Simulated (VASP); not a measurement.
# Re (Cmcm) in VASP: further runs

The runs below take Re through single point, relaxation of cell and atoms, with PBE.

Everything below comes from runs of VASP 6.6.1. Logs are shortened: lines on timing, memory, paths and dates and some standing lists are left out, and cuts for length are marked.

## Step 1: The cell of the first run

It takes space group Cmcm (No. 63, orthorhombic). The conventional cell has a = 2.820 Å, b = 8.118 Å, c = 2.789 Å, α = 90.00°, β = 90.00°, γ = 90.00°. Re (site symmetry m2m) has 10 Re at 2.65 to 2.82 Å within 3.5 Å.

## Step 2: Single point, PBE

INCAR

```
  PREC = Accurate
  ENCUT = 520
  EDIFF = 1E-7
  ISMEAR = 0
  SIGMA = 0.1
  LREAL = False
  LASPH = True
  NELM = 60
  ALGO = Normal
  ISIF = 2
  LWAVE = False
  LCHARG = False
  GGA = PE
  NBANDS = 14
```

KPOINTS

```
regular mesh
0
Gamma
  6 6 6
```

POSCAR

```
Re
1.0
    1.4102428270     -4.0589727957      0.0000000000
    1.4102428270      4.0589727957      0.0000000000
    0.0000000000      0.0000000000      2.7892631128
Re
2
Direct
    0.8609927037      0.1390072963      0.2500000000
    0.1390072963      0.8609927037      0.7500000000
```

Potentials or basis: VASP PAW PBE potentials, release 64 (Re).

On the command line:

```
$ cat potpaw_PBE.64/Re/POTCAR > POTCAR
$ mpirun -np 1 vasp_std > vasp.out
```

OUTCAR:

```text
PREC = Accurate
   ENCUT = 520
   EDIFF = 1E-7
   ISMEAR = 0
   LREAL = False
   LASPH = True
   NELM = 60
   ISIF = 2
   GGA = PE

 ion  position               nearest neighbor table
   1  0.861  0.139  0.250-   2 2.65   2 2.65   2 2.68   2 2.68   2 2.68   2 2.68
   2  0.139  0.861  0.750-   1 2.65   1 2.65   1 2.68   1 2.68   1 2.68   1 2.68

  LATTYP: Found a base centered orthorhombic cell.
 ALAT       =     2.8204856540
 B/A-ratio  =     2.8782084319
 C/A-ratio  =     0.9889300833

  Lattice vectors:

 A1 = (   1.4102428270,  -4.0589727957,   0.0000000000)
 A2 = (   1.4102428270,   4.0589727957,   0.0000000000)
 A3 = (   0.0000000000,   0.0000000000,   2.7892631128)

Analysis of symmetry for initial positions (statically):
=====================================================================
 Subroutine PRICEL returns:
 Original cell was already a primitive cell.

 Routine SETGRP: Setting up the symmetry group for a
 base centered orthorhombic supercell.

 Subroutine GETGRP returns: Found  8 space group operations
 (whereof  4 operations were pure point group operations)
 out of a pool of  8 trial point group operations.

The static configuration has the point symmetry C_2h.
 The point group associated with its full space group is D_2h.

Analysis of symmetry for dynamics (positions and initial velocities):
=====================================================================
 Subroutine PRICEL returns:
 Original cell was already a primitive cell.

 Routine SETGRP: Setting up the symmetry group for a
 base centered orthorhombic supercell.

 Subroutine GETGRP returns: Found  8 space group operations
 (whereof  4 operations were pure point group operations)
 out of a pool of  8 trial point group operations.

The dynamic configuration has the point symmetry C_2h.
 The point group associated with its full space group is D_2h.

 Subroutine INISYM returns: Found  8 space group operations
 (whereof  4 operations are pure point group operations),
 and found     1 'primitive' translations

----------------------------------------------------------------------------------------

                                     Primitive cell

  volume of cell :      31.9322

  direct lattice vectors                    reciprocal lattice vectors
     1.410242827 -4.058972796  0.000000000     0.354548869 -0.123183876  0.000000000
     1.410242827  4.058972796  0.000000000     0.354548869  0.123183876  0.000000000
     0.000000000  0.000000000  2.789263113     0.000000000  0.000000000  0.358517630

  length of vectors
     4.296980915  4.296980915  2.789263113     0.375338738  0.375338738  0.358517630

  position of ions in fractional coordinates (direct lattice)
     0.860992704  0.139007296  0.250000000
     0.139007296  0.860992704  0.750000000

  ion indices of the primitive-cell ions
   primitive index   ion index
                 1           1
                 2           2

----------------------------------------------------------------------------------------

 KPOINTS: regular mesh

Automatic generation of k-mesh.
 Grid dimensions read from file:
 generate k-points for:    6    6    6

 Generating k-lattice:

  Cartesian coordinates                     Fractional coordinates (reciprocal lattice)
     0.059091478 -0.020530646  0.000000000     0.166666667  0.000000000  0.000000000
     0.059091478  0.020530646  0.000000000     0.000000000  0.166666667  0.000000000
     0.000000000  0.000000000  0.059752938     0.000000000  0.000000000  0.166666667

  Length of vectors
     0.062556456  0.062556456  0.059752938

  Shift w.r.t. Gamma in fractional coordinates (k-lattice)
     0.000000000  0.000000000  0.000000000

 Subroutine IBZKPT returns following result:
 ===========================================

 Found     52 irreducible k-points:

 Following reciprocal coordinates:
            Coordinates               Weight
  0.000000  0.000000  0.000000      1.000000
  0.166667 -0.000000  0.000000      4.000000
  0.333333 -0.000000  0.000000      4.000000
  0.500000 -0.000000  0.000000      2.000000
  0.166667  0.166667  0.000000      2.000000
  0.333333  0.166667  0.000000      4.000000
[... 16 lines left out ...]
  0.333333  0.333333  0.166667      4.000000
  0.500000  0.333333  0.166667      8.000000
 [... further k-points ...]
   k-points           NKPTS =     52   k-points in BZ     NKDIM =     52   number of bands    NBANDS=     14
   number of dos      NEDOS =    301   number of ions     NIONS =      2
   total plane-waves  NPLWV =  24576
   dimension x,y,z NGX =    32 NGY =   32 NGZ =   24
   dimension x,y,z NGXF=    64 NGYF=   64 NGZF=   48
   ions per type =               2
   NGX,Y,Z   is equivalent  to a cutoff of  12.38, 12.38, 14.30 a.u.
   NGXF,Y,Z  is equivalent  to a cutoff of  24.76, 24.76, 28.61 a.u.
 SYSTEM =  unknown system
   PREC   = accura    normal or accurate (medium, high low for compatibility)
   ISTART =      0    job   : 0-new  1-cont  2-samecut
[... 73 lines left out ...]
     10      10.0481      0.00000
     11      10.2365      0.00000
     12      11.9277      0.00000
     13      18.3150      0.00000
     14      19.4820      0.00000

 k-point     2 :       0.1667   -0.0000    0.0000
  band No.  band energies     occupation
      1      -1.5377      2.00000
      2       1.2745      2.00000
      3       2.9959      2.00000
      4       4.5826      2.00000
      5       5.1432      2.00000
      6       5.8349      2.00000
      7       6.8835      1.79466
      8       7.6317      0.00000
      9       7.9736      0.00000
     10       9.3028      0.00000
     11      11.8920      0.00000
     12      12.2261      0.00000
     13      19.1892      0.00000
     14      20.5487      0.00000

 k-point     3 :       0.3333   -0.0000    0.0000
  band No.  band energies     occupation
      1       0.1892      2.00000
      2       1.7118      2.00000
      3       3.5575      2.00000
      4       4.2362      2.00000
      5       5.3971      2.00000
      6       6.3783      2.00000
      7       6.5910      2.00000
      8       7.1395      0.01858
      9       8.1354      0.00000
     10       8.7321      0.00000
     11      11.4266      0.00000
     12      12.8129      0.00000
     13      15.9985      0.00000
     14      20.2938      0.00000

 k-point     4 :       0.5000   -0.0000    0.0000
  band No.  band energies     occupation
      1       1.0222      2.00000
      2       1.4920      2.00000
      3       3.7848      2.00000
      4       5.2353      2.00000
      5       5.4734      2.00000
      6       5.7186      2.00000
      7       5.9277      2.00000
      8       7.2200      0.00048
      9       8.9049      0.00000
     10      10.9350      0.00000
     11      11.5628      0.00000
     12      11.8365      0.00000
     13      12.7981      0.00000
     14      19.6683      0.00000

 k-point     5 :       0.1667    0.1667    0.0000
  band No.  band energies     occupation
      1      -0.0286      2.00000
      2       1.8273      2.00000
      3       3.3596      2.00000
      4       4.2156      2.00000
      5       5.1929      2.00000
      6       6.7247      1.99956
      7       6.9659      1.08008
      8       7.4505      0.00000
      9       7.4871      0.00000
     10       8.2593      0.00000
     11      11.8934      0.00000
[... 276 lines left out ...]
 k-point    22 :      -0.1667    0.1667    0.1667
  band No.  band energies     occupation
      1      -1.2170      2.00000
      2       1.7963      2.00000
      3       2.3905      2.00000
      4       4.3743      2.00000
      5       4.9883      2.00000
      6       6.0595      2.00000
      7       6.6693      1.99998
      8       7.4309      0.00000
      9       8.7463      0.00000
     10       9.2321      0.00000
     11      10.6711      0.00000
     12      13.0561      0.00000
     13      17.1046      0.00000
     14      20.3893      0.00000

 k-point    23 :       0.3333    0.3333    0.1667
  band No.  band energies     occupation
      1       1.7315      2.00000
      2       2.1959      2.00000
      3       3.4147      2.00000
      4       4.6400      2.00000
      5       4.9788      2.00000
      6       5.0342      2.00000
      7       5.5627      2.00000
      8       7.5711      0.00000
      9       8.9028      0.00000
     10       9.3970      0.00000
     11      11.3342      0.00000
     12      11.5261      0.00000
     13      15.1841      0.00000
     14      20.4180      0.00000

 k-point    24 :       0.5000    0.3333    0.1667
  band No.  band energies     occupation
      1       0.8745      2.00000
      2       2.1093      2.00000
      3       2.7126      2.00000
      4       3.8954      2.00000
      5       4.6046      2.00000
      6       5.4362      2.00000
      7       6.4233      2.00000
      8       7.1381      0.01954
      9       8.0696      0.00000
     10       9.2419      0.00000
     11      10.6259      0.00000
     12      11.3483      0.00000
     13      18.6047      0.00000
     14      21.1357      0.00000

 [... further k-points ...]

------------------------ aborting loop because EDIFF is reached ----------------------------------------

  FORCE on cell =-STRESS in cart. coord.  units (eV):
  Direction    XX          YY          ZZ          XY          YZ          ZX
  --------------------------------------------------------------------------------------
  -------------------------------------------------------------------------------------
  Total       -0.0571163     -0.2051353     -0.1054160      0.0000000      0.0000000      0.0000000
  in kB       -2.8657671    -10.2925115     -5.2891732      0.0000000      0.0000000      0.0000000
  external PRESSURE =      -6.1491506 kB  Pullay stress =       0.0000000 kB

 VOLUME and BASIS-vectors are now :
 -----------------------------------------------------------------------------
  energy-cutoff  :      520.00
  volume of cell :       31.93
      direct lattice vectors                 reciprocal lattice vectors
     1.410242827 -4.058972796  0.000000000     0.354548869 -0.123183876  0.000000000
     1.410242827  4.058972796  0.000000000     0.354548869  0.123183876  0.000000000
     0.000000000  0.000000000  2.789263113     0.000000000  0.000000000  0.358517630

 POSITION                                       TOTAL-FORCE (eV/Angst)
 -----------------------------------------------------------------------------------
      1.41024     -2.93052      0.69732         0.000000     -0.009385     -0.000000
      1.41024      2.93052      2.09195         0.000000      0.009385      0.000000
 -----------------------------------------------------------------------------------
    total drift:                                0.000000      0.000000     -0.000000

  FREE ENERGIE OF THE ION-ELECTRON SYSTEM (eV)
  ---------------------------------------------------
  free  energy   TOTEN  =       -23.9044940887 eV

  energy  without entropy=      -23.8975578808  energy(sigma->0) =      -23.90102598
```

Wall time 13 s (1 thread of Intel Xeon Platinum 8488C (Sapphire Rapids), shared host); peak memory 0.17 GiB.

Results:

```
Free energy            : -23.9045 eV
Pressure               : -0.6 GPa
Largest force          : 0.009 eV/Å
Band gap on the k mesh : zero (band 7 reaches 10.13 eV, above the bottom of band 8 at 6.10 eV)
```

Forces on the atoms (eV/Å):
```
Re   0.000 -0.009  0.000
Re   0.000  0.009  0.000
```

Stress tensor (GPa, compression positive):
```
-0.29  0.00  0.00
 0.00 -1.03  0.00
 0.00  0.00 -0.53
```

Levels at points of the mesh, in eV from the Fermi level:
```csv
k point,band 5,band 6,band 7,band 8,band 9,band 10
"(0.00, 0.00, 0.00)",-2.01,-0.10,0.42,1.25,1.81,3.08
"(0.50, 0.00, 0.00)",-1.50,-1.25,-1.05,0.25,1.93,3.96
"(0.50, 0.50, 0.00)",-2.52,-1.55,0.58,0.64,1.32,1.36
"(0.00, 0.00, 0.50)",-1.81,-1.81,-0.87,-0.87,3.69,3.69
"(0.50, 0.00, 0.50)",-0.12,-0.12,2.09,2.09,4.37,4.37
"(0.50, 0.50, 0.50)",-0.70,-0.70,0.47,0.47,1.76,1.76
```

Caveat: the k points lie up to 0.39 Å⁻¹ apart; spin-orbit coupling is left out, which moves the levels of the heavy elements.

## Step 3: Relaxation of cell and atoms, PBE

This run uses another cell than the first one, of 15.29 Å³/atom, 0.957 times its volume.

INCAR

```
SYSTEM = Re
  PREC = Accurate
  ENCUT = 600
  EDIFF = 1E-6
  ISMEAR = 0
  SIGMA = 0.1
  LREAL = .FALSE.
  LASPH = .TRUE.
  NELM = 60
  ALGO = Normal
  ISIF = 3
  LWAVE = .FALSE.
  LCHARG = .FALSE.
  GGA = PE
  IBRION = 2
  NSW = 90
  EDIFFG = -0.04
```

KPOINTS

```
regular mesh
0
G
  6 6 6
  0 0 0
```

POSCAR

```
Re
1.0
    1.3561616376     -3.8019290048      0.0000000000
    1.3561616376      3.8019290048      0.0000000000
    0.0000000000      0.0000000000      2.9648499251
Re
2
Direct
    0.8670000000      0.1330000000      0.2500000000
    0.1330000000      0.8670000000      0.7500000000
```

Potentials or basis: VASP PAW PBE potentials, release 64 (Re).

On the command line:

```
$ cat potpaw_PBE.64/Re/POTCAR > POTCAR
$ mpirun -np 1 vasp_std > vasp.out
```

Run time: 62 s. Hardware: 1 thread of Intel Xeon Platinum 8488C (Sapphire Rapids), shared host; peak memory 0.18 GiB.

The run converged. Its results:

- Free energy: -23.9054 eV
- Relaxed volume: 15.94 Å³/atom
- Relaxed cell: a = 4.289 Å, b = 4.289 Å, c = 2.792 Å, α = 90.00°, β = 90.00°, γ = 141.62°
- Space group after relaxing (to 0.05 Å): Cmcm (No. 63)
- Energy gained by relaxing: 158.1 meV/atom
- Ionic steps: 9
- Pressure after relaxing: 0.0 GPa
- Largest force after relaxing: 0.030 eV/Å
- Band gap on the k mesh: zero (band 7 reaches 10.15 eV, above the bottom of band 8 at 6.14 eV)

Forces on the atoms (eV/Å):
```
Re   0.000 -0.030  0.000
Re   0.000  0.030  0.000
```

Stress tensor (GPa, compression positive):
```
 0.31  0.00  0.00
 0.00 -0.09  0.00
 0.00  0.00 -0.24
```

The path:
```tsv
step	energy change (eV)	largest force (eV/Å)	pressure (GPa)	volume (Å³)
1	0.0000	1.1254	14.58	30.57
2	0.3162	0.4443	-34.29	37.01
3	-0.1682	0.6852	-9.54	32.83
4	-0.2005	0.8439	5.84	31.88
5	-0.3096	0.0938	-3.49	32.34
6	-0.2916	0.0549	8.52	31.11
7	-0.3144	0.0839	0.09	31.95
8	-0.3160	0.0447	0.02	31.91
9	-0.3162	0.0299	-0.01	31.89
```

Final structure:
```
Re
1.0
     1.40991   -4.05055    0.00000
     1.40991    4.05055    0.00000
     0.00000    0.00000    2.79195
Re
2
Direct
  0.86084 0.13915 0.25000
  0.13915 0.86084 0.75000
```

Levels at points of the mesh, in eV from the Fermi level:
| k point | band 5 | band 6 | band 7 | band 8 | band 9 | band 10 |
| --- | --- | --- | --- | --- | --- | --- |
| (0.00, 0.00, 0.00) | -2.04 | -0.11 | 0.45 | 1.25 | 1.78 | 3.08 |
| (0.50, 0.00, 0.00) | -1.53 | -1.24 | -1.08 | 0.26 | 1.93 | 3.97 |
| (0.50, 0.50, 0.00) | -2.52 | -1.55 | 0.56 | 0.62 | 1.29 | 1.39 |
| (0.00, 0.00, 0.50) | -1.82 | -1.82 | -0.85 | -0.85 | 3.72 | 3.72 |
| (0.50, 0.00, 0.50) | -0.12 | -0.12 | 2.10 | 2.10 | 4.36 | 4.36 |
| (0.50, 0.50, 0.50) | -0.71 | -0.71 | 0.46 | 0.46 | 1.77 | 1.77 |

Caveat: the k points lie up to 0.39 Å⁻¹ apart in the final cell; spin-orbit coupling is left out, which moves the levels of the heavy elements.

## Step 4: Single point, PBE

INCAR

```
SYSTEM = Re
PREC = Accurate
ENCUT = 520
EDIFF = 1E-6
ISMEAR = 0
SIGMA = 0.1
LREAL = .False.
LASPH = .True.
NELM = 100
ALGO = Normal
ISIF = 2
LWAVE = .False.
LCHARG = .True.
GGA = PE
LELF = .True.
LVHAR = .True.
NBANDS = 14
```

KPOINTS

```
regular mesh
0
Gamma
  20 20 20
  0 0 0
```

POSCAR

```
Re
1.0
    1.4117918209     -4.0623145473      0.0000000000
    1.4117918209      4.0623145473      0.0000000000
    0.0000000000      0.0000000000      2.7842211769
Re
2
Direct
    0.8611981104      0.1388018896      0.7500000000
    0.1388018896      0.8611981104      0.2500000000
```

On the command line:

```
$ cat potpaw_PBE.64/Re/POTCAR > POTCAR
$ mpirun -np 1 vasp_std > vasp.out
```

It took 5.5 min on 1 thread of AMD EPYC 9R45 (Zen 5), shared host; peak memory 0.54 GiB.

It converged, with:

- Free energy: -23.8925 eV
- Pressure: -0.6 GPa
- Largest force: 0.005 eV/Å
- Band gap on the k mesh: zero (band 7 reaches 10.50 eV, above the bottom of band 8 at 6.09 eV)

Forces on the atoms (eV/Å):
```
Re   0.000 -0.005  0.000
Re   0.000  0.005  0.000
```

Stress tensor (GPa, compression positive):
```
-0.28  0.00  0.00
 0.00 -0.99  0.00
 0.00  0.00 -0.52
```

Levels at points of the mesh, in eV from the Fermi level:
| k point | band 3 | band 4 | band 5 | band 6 | band 7 | band 8 | band 9 | band 10 | band 11 | band 12 |
| --- | --- | --- | --- | --- | --- | --- | --- | --- | --- | --- |
| (0.00, 0.00, 0.00) | -4.62 | -2.64 | -1.98 | -0.09 | 0.42 | 1.25 | 1.84 | 3.09 | 3.24 | 4.97 |
| (0.50, 0.00, 0.00) | -3.20 | -1.73 | -1.45 | -1.26 | -0.99 | 0.26 | 1.95 | 3.98 | 4.61 | 4.88 |
| (0.50, 0.50, 0.00) | -5.11 | -2.60 | -2.50 | -1.55 | 0.63 | 0.65 | 1.35 | 1.37 | 3.74 | 4.26 |
| (0.00, 0.00, 0.50) | -3.60 | -3.60 | -1.80 | -1.80 | -0.85 | -0.85 | 3.69 | 3.69 | 5.60 | 5.60 |
| (0.50, 0.00, 0.50) | -4.50 | -4.50 | -0.10 | -0.10 | 2.11 | 2.11 | 4.40 | 4.40 | 6.24 | 6.24 |
| (0.50, 0.50, 0.50) | -2.58 | -2.58 | -0.69 | -0.69 | 0.50 | 0.50 | 1.76 | 1.76 | 3.94 | 3.94 |

Caveat: spin-orbit coupling is left out, which moves the levels of the heavy elements.

## Step 5: Single point, PBE

INCAR

```
ALGO = Normal ; EDIFF = 1E-6
ENCUT = 520 ; GGA = PE
ISIF = 2 ; ISMEAR = 0
LASPH = T ; LCHARG = F
LREAL = F ; LWAVE = F
NBANDS = 14 ; NELM = 100
PREC = Accurate ; SIGMA = 0.1
```

KPOINTS

```
k-points
0
Gamma
  8 8 6
```

POSCAR

```
Re
1.0
    1.4110027312     -4.0754213868      0.0274027197
    1.4110027312      4.0754213868      0.0274027197
   -0.0538489749      0.0000000000      2.7775488826
Re
2
Direct
    0.8610423754      0.1389576246      0.2500000000
    0.1389576246      0.8610423754      0.7500000000
```

On the command line:

```
$ cat potpaw_PBE.64/Re/POTCAR > POTCAR
$ mpirun -np 1 vasp_std > vasp.out
```

Run time: 32 s. Hardware: 1 thread of AMD EPYC 9R45 (Zen 5), shared host; peak memory 0.16 GiB.

Results (log left out):

```
Free energy            : -23.9028 eV
Pressure               : -0.6 GPa
Largest force          : 0.003 eV/Å
Band gap on the k mesh : zero (band 7 reaches 10.49 eV, above the bottom of band 8 at 6.07 eV)
```

Forces in eV/Å, atoms in the order of the input:
```
Re   0.000 -0.003  0.000
Re   0.000  0.003  0.000
```

Stress tensor (GPa, compression positive):
```
-0.24  0.00  0.01
 0.00 -1.02  0.00
 0.01  0.00 -0.58
```

Levels at points of the mesh, in eV from the Fermi level:
| k point | band 5 | band 6 | band 7 | band 8 | band 9 | band 10 |
| --- | --- | --- | --- | --- | --- | --- |
| (0.00, 0.00, 0.00) | -1.91 | -0.08 | 0.37 | 1.30 | 1.88 | 3.13 |
| (0.50, 0.00, 0.00) | -1.39 | -1.29 | -0.94 | 0.27 | 1.99 | 3.98 |
| (0.50, 0.50, 0.00) | -2.52 | -1.52 | 0.65 | 0.73 | 1.37 | 1.40 |
| (0.00, 0.00, 0.50) | -1.77 | -1.77 | -0.86 | -0.86 | 3.69 | 3.69 |
| (0.50, 0.00, 0.50) | -0.08 | -0.08 | 2.14 | 2.14 | 4.44 | 4.44 |
| (0.50, 0.50, 0.50) | -0.69 | -0.69 | 0.52 | 0.52 | 1.80 | 1.80 |

Caveat: the k points lie up to 0.38 Å⁻¹ apart; spin-orbit coupling is left out, which moves the levels of the heavy elements.

## Step 6: Overview

| task | cell | k mesh | cutoff (eV) | gap on the mesh (eV) | pressure (GPa) | largest force (eV/Å) |
| --- | --- | --- | --- | --- | --- | --- |
| single point | a = 4.297, b = 4.297, c = 2.789 Å, angles 90.0, 90.0, 141.7°, 2 atoms | 6 × 6 × 6 | 520 | none | -0.6 | 0.01 |
| relaxation of cell and atoms | relaxed from a = 4.037, b = 4.037, c = 2.965 Å, angles 90.0, 90.0, 140.7°, 2 atoms | 6 × 6 × 6 | 600 | none | 0.0 | 0.03 |
| single point | a = 4.301, b = 4.301, c = 2.784 Å, angles 90.0, 90.0, 141.7°, 2 atoms | 20 × 20 × 20 | 520 | none | -0.6 | - |
| single point | a = 4.313, b = 4.313, c = 2.778 Å, angles 90.0, 90.0, 141.8°, 2 atoms | 8 × 8 × 6 | 520 | none | -0.6 | - |

Alike in all rows: level PBE; potentials or basis VASP PAW PBE potentials, release 64 (Re); no spin polarisation; smearing gaussian 0.1 eV.

Caveats: some runs use coarse meshes; spin-orbit coupling is left out, which moves the levels of the heavy elements.

Total energies depend on the potentials used, so only differences within one code and one set of settings carry meaning.
